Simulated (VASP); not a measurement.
Runs of VASP 6.6.1 on W. The structure is that of space group Fm-3m (No. 225), or close to it. The cells are those of the table. 

```tsv
cell	gap on the mesh (eV)	pressure (GPa)
a = 2.789, b = 2.789, c = 2.717 Å, angles 60.9, 60.9, 58.3°, 1 atom	none	19.3
a = 2.824 Å, angles 60.0°, 1 atom	none	-3.2
a = 2.882 Å, angles 60.0°, 1 atom	none	(a)
a = 2.854 Å, angles 60.0°, 1 atom	none	(b)
a = 2.839 Å, angles 60.0°, 1 atom	none	-7.8
```

Alike in all rows: task single point; level LDA; potentials or basis VASP PAW LDA potentials, release 64 (W_sv); no spin polarisation; k mesh 22 × 22 × 22; cutoff (eV) 520; smearing gaussian 0.15 eV.

Question: Fill in the values left out.

Answer: (a) -19.4; (b) -11.9.

Caveats: spin-orbit coupling is left out, which moves the levels of the heavy elements; the cell stands under tension (at least some runs); the stress differs along the axes, from 16 to 27 GPa (at least some runs).

A k mesh can miss the band edges, and the runs leave out spin-orbit coupling on W.

A gap of «none» marks levels without a gap at the run's occupations.
